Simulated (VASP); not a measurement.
# KTaO3 in VASP: notebook, part 3 of 3

VASP 6.6.1. Earlier steps stand in the parts before.

**5. Electric field gradients, PBE (zz strain of -1 %)**

Contents of INCAR:

```
SYSTEM = KTaO3
PREC = Accurate
ENCUT = 520
EDIFF = 1E-8
ISMEAR = -1
SIGMA = 0.01
LREAL = .FALSE.
LASPH = .TRUE.
NELM = 60
ALGO = Normal
ISIF = 2
LWAVE = .FALSE.
LCHARG = .FALSE.
GGA = PE
LEFG = .TRUE.
NBANDS = 27
```

Contents of KPOINTS:

```
Automatic mesh
0
G
  5 5 5
  0 0 0
```

Contents of POSCAR:

```
KTaO3
1.0
    3.9883000000      0.0000000000      0.0000000000
    0.0000000000      3.9883000000      0.0000000000
    0.0000000000      0.0000000000      3.9484170000
K Ta O
1 1 3
Direct
    0.5000000000      0.5000000000      0.5000000000
    0.0000000000      0.0000000000      0.0000000000
    0.5000000000      0.0000000000      0.0000000000
    0.0000000000      0.5000000000      0.0000000000
    0.0000000000      0.0000000000      0.5000000000
```

Potentials or basis: VASP PAW PBE potentials, release 64 (K_sv, Ta_pv, O).

Run with:

```bash
$ cat potpaw_PBE.64/K_sv/POTCAR potpaw_PBE.64/Ta_pv/POTCAR potpaw_PBE.64/O/POTCAR > POTCAR
$ mpirun -np 1 vasp_std > vasp.out
```

OUTCAR:

```text
SYSTEM = KTaO3
   PREC = Accurate
   ENCUT = 520
   EDIFF = 1E-8
   ISMEAR = -1
   LREAL = .FALSE.
   LASPH = .TRUE.
   NELM = 60
   ISIF = 2
   GGA = PE

 ion  position               nearest neighbor table
   1  0.500  0.500  0.500-   3 2.81   4 2.81   3 2.81   4 2.81   3 2.81   3 2.81   4 2.81   4 2.81
                             5 2.82   5 2.82   5 2.82   5 2.82   2 3.44   2 3.44   2 3.44   2 3.44
   2  0.000  0.000  0.000-   5 1.97   5 1.97   3 1.99   4 1.99   4 1.99   3 1.99   1 3.44   1 3.44
                             1 3.44   1 3.44   1 3.44   1 3.44   1 3.44   1 3.44
   3  0.500  0.000  0.000-   2 1.99   2 1.99   1 2.81   1 2.81   1 2.81   1 2.81
   4  0.000  0.500  0.000-   2 1.99   2 1.99   1 2.81   1 2.81   1 2.81   1 2.81
   5  0.000  0.000  0.500-   2 1.97   2 1.97   1 2.82   1 2.82   1 2.82   1 2.82

  LATTYP: Found a simple tetragonal cell.
 ALAT       =     3.9883000000
 C/A-ratio  =     0.9900000000

  Lattice vectors:

 A1 = (   3.9883000000,   0.0000000000,   0.0000000000)
 A2 = (   0.0000000000,   3.9883000000,   0.0000000000)
 A3 = (   0.0000000000,   0.0000000000,   3.9484170000)

Analysis of symmetry for initial positions (statically):
=====================================================================
 Subroutine PRICEL returns:
 Original cell was already a primitive cell.

 Routine SETGRP: Setting up the symmetry group for a
 simple tetragonal supercell.

 Subroutine GETGRP returns: Found 16 space group operations
 (whereof 16 operations were pure point group operations)
 out of a pool of 16 trial point group operations.

The static configuration has the point symmetry D_4h.

Analysis of symmetry for dynamics (positions and initial velocities):
=====================================================================
 Subroutine PRICEL returns:
 Original cell was already a primitive cell.

 Routine SETGRP: Setting up the symmetry group for a
 simple tetragonal supercell.

 Subroutine GETGRP returns: Found 16 space group operations
 (whereof 16 operations were pure point group operations)
 out of a pool of 16 trial point group operations.

The dynamic configuration has the point symmetry D_4h.

 Subroutine INISYM returns: Found 16 space group operations
 (whereof 16 operations are pure point group operations),
 and found     1 'primitive' translations

----------------------------------------------------------------------------------------

                                     Primitive cell

  volume of cell :      62.8056

  direct lattice vectors                    reciprocal lattice vectors
     3.988300000  0.000000000  0.000000000     0.250733395  0.000000000  0.000000000
     0.000000000  3.988300000  0.000000000     0.000000000  0.250733395  0.000000000
     0.000000000  0.000000000  3.948417000     0.000000000  0.000000000  0.253266056

  length of vectors
     3.988300000  3.988300000  3.948417000     0.250733395  0.250733395  0.253266056

  position of ions in fractional coordinates (direct lattice)
     0.500000000  0.500000000  0.500000000
     0.000000000  0.000000000  0.000000000
     0.500000000  0.000000000  0.000000000
[... 90 lines left out ...]
   ISMEAR =    -1;   SIGMA  =   0.01  broadening in eV -4-tet -1-fermi 0-gaus
   EFERMI_NEDOS =   21; number of points for ismear=-14 and -15
   IALGO  =     38    algorithm
   IMIX   =      4    mixing-type and parameters
     AMIX     =   0.40;   BMIX     =  1.00
     AMIX_MAG =   1.60;   BMIX_MAG =  1.00
  volume/ion in A,a.u.               =      12.56        84.77
  Fermi-wavevector in a.u.,A,eV,Ry     =   1.384639  2.616588 26.085422  1.917224
  Thomas-Fermi vector in A             =   2.509124
   LORBIT       =      0    0 simple, 1 ext, 2 COOP (PROOUT), +10 PAW based schemes
   GGA     = PE    functional components
[... 5 lines left out ...]
 non-spin polarized calculation
  energy-cutoff  :      520.00
  volume of cell :       62.81
 maximum number of plane-waves:      1727
 NGX is ok and might be reduce to    30
   NGX = 15   NGY = 15   NGZ = 15

 number of electron      37.9999979 magnetization

 Free energy of the ion-electron system (eV)
  ---------------------------------------------------
  ext. energy  EPLUGINS =         0.00000000
  ---------------------------------------------------
  free energy    TOTEN  =       -40.99034873 eV

  energy without entropy =      -40.99034873  energy(sigma->0) =      -40.99034873

 E-fermi :   2.0093     XC(G=0): -10.9263

 val. band max:        1.7601354415   @ k =   0.4000   0.4000   0.4000
 cond. band min:       4.0565093980   @ k =   0.0000   0.0000   0.0000
 fundamental gap:      2.2963739566
 Fermi energy:         2.0092770869

 k-point     1 :       0.0000    0.0000    0.0000
  band No.  band energies     occupation
      1     -32.2232      2.00000
      2     -32.2061      2.00000
      3     -32.2061      2.00000
      4     -25.4422      2.00000
      5     -15.7245      2.00000
      6     -15.0482      2.00000
[... 529 lines left out ...]
     26      13.2421      0.00000
     27      13.6892      0.00000

------------------------ aborting loop because EDIFF is reached ----------------------------------------

  FORCE on cell =-STRESS in cart. coord.  units (eV):
  Direction    XX          YY          ZZ          XY          YZ          ZX
  --------------------------------------------------------------------------------------
  -------------------------------------------------------------------------------------
  Total        2.7357705      2.7357705      4.3402757      0.0000000     -0.0000000      0.0000000
  in kB       69.7897425     69.7897425    110.7208084      0.0000000     -0.0000000      0.0000000
  external PRESSURE =      83.4334312 kB  Pullay stress =       0.0000000 kB

 VOLUME and BASIS-vectors are now :
 -----------------------------------------------------------------------------
  energy-cutoff  :      520.00
  volume of cell :       62.81
      direct lattice vectors                 reciprocal lattice vectors
     3.988300000  0.000000000  0.000000000     0.250733395  0.000000000  0.000000000
     0.000000000  3.988300000  0.000000000     0.000000000  0.250733395  0.000000000
     0.000000000  0.000000000  3.948417000     0.000000000  0.000000000  0.253266056

 POSITION                                       TOTAL-FORCE (eV/Angst)
 -----------------------------------------------------------------------------------
      1.99415      1.99415      1.97421         0.000000      0.000000      0.000000
      0.00000      0.00000      0.00000         0.000000      0.000000      0.000000
      1.99415      0.00000      0.00000         0.000000      0.000000      0.000000
      0.00000      1.99415      0.00000         0.000000      0.000000      0.000000
      0.00000      0.00000      1.97421         0.000000      0.000000      0.000000
 -----------------------------------------------------------------------------------
    total drift:                                0.000000     -0.000000      0.000000

  FREE ENERGIE OF THE ION-ELECTRON SYSTEM (eV)
  ---------------------------------------------------
  free  energy   TOTEN  =       -40.9903487311 eV

  energy  without entropy=      -40.9903487311  energy(sigma->0) =      -40.99034873

 Electric field gradients (V/A^2)
---------------------------------------------------------------------
 ion       V_xx      V_yy      V_zz      V_xy      V_xz      V_yz
---------------------------------------------------------------------
   1       0.498     0.498    -0.995     0.000     0.000     0.000
   2      27.884    27.884   -55.769     0.000     0.000     0.000
   3      20.290    -8.823   -11.467     0.000     0.000    -0.000
   4      -8.823    20.290   -11.467     0.000    -0.000    -0.000
   5      -7.076    -7.076    14.152     0.000    -0.000    -0.000
---------------------------------------------------------------------

 Electric field gradients after diagonalization (V/A^2)
 (convention: |V_zz| > |V_xx| > |V_yy|)
----------------------------------------------------------------------
 ion       V_xx      V_yy      V_zz     asymmetry (V_yy - V_xx)/ V_zz
----------------------------------------------------------------------
   1       0.498     0.498    -0.995       0.000
   2      27.884    27.884   -55.769       0.000
   3     -11.467    -8.823    20.290       0.130
   4     -11.467    -8.823    20.290       0.130
   5      -7.076    -7.076    14.152       0.000
----------------------------------------------------------------------

           NMR quadrupolar parameters

 Cq : quadrupolar parameter    Cq=e*Q*V_zz/h
 eta: asymmetry parameters     (V_yy - V_xx)/ V_zz
 Q  : nuclear electric quadrupole moment in mb (millibarn)
----------------------------------------------------------------------
 ion       Cq(MHz)       eta       Q (mb)
----------------------------------------------------------------------
   1      -0.002       0.000       1.000
   2      -0.135       0.000       1.000
   3       0.049       0.130       1.000
   4       0.049       0.130       1.000
   5       0.034       0.000       1.000
----------------------------------------------------------------------
```

stdout:

```text
POSCAR found type information on POSCAR K TaO
 POSCAR found :  3 types and       5 ions
 scaLAPACK will be used
 LDA part: xc-table for (Slater+PW92), standard interpolation
 POSCAR, INCAR and KPOINTS ok, starting setup
 FFT: planning ... GRIDC
 FFT: planning ... GRID_SOFT
 FFT: planning ... GRID
 WAVECAR not read
 entering main loop
ion   1

ion   2

ion   3

ion   4

ion   5
```

Run time: 56 s. Hardware: 1 thread of AMD EPYC 7R13 (Zen 3), shared host; peak memory 0.15 GiB.

What came out:

* Free energy: -40.9903 eV
* Pressure: 8.3 GPa
* Band gap on the k mesh: 2.30 eV, indirect (least direct gap 2.79 eV)

Stress tensor (GPa, compression positive):
```
 6.98  0.00  0.00
 0.00  6.98  0.00
 0.00  0.00 11.07
```

Electric field gradients, principal values (V/Å²):
| atom | least | middle | greatest (by size) |
| --- | --- | --- | --- |
| 1 K | 0.498 | 0.498 | -0.995 |
| 2 Ta | 27.884 | 27.884 | -55.769 |
| 3 O | -8.823 | -11.467 | 20.290 |
| 4 O | -8.823 | -11.467 | 20.290 |
| 5 O | -7.076 | -7.076 | 14.152 |

Caveat: the cell differs from its parent crystal (zz strain of -1 %); without QUAD_EFG the Cq values of the log hold for a quadrupole moment of 1 mb, not for the nuclei; spin-orbit coupling is left out, which moves the levels of the heavy elements.

**6. Summary**

```tsv
cell	gap on the mesh (eV)	pressure (GPa)
a = 4.015 Å, 5 atoms	2.24	2.0
a = 4.067 Å, 5 atoms	2.14	-5.0
a = 3.988, b = 3.988, c = 3.948 Å, 5 atoms	2.30	8.3
```

Alike in all rows: task electric field gradients; level PBE; potentials or basis VASP PAW PBE potentials, release 64 (K_sv, Ta_pv, O); no spin polarisation; k mesh 5 × 5 × 5; cutoff (eV) 520; smearing fermi-dirac 0.01 eV.

Caveats: spin-orbit coupling is left out, which moves the levels of the heavy elements.

Absolute energies hang on the potentials; compare differences alone.
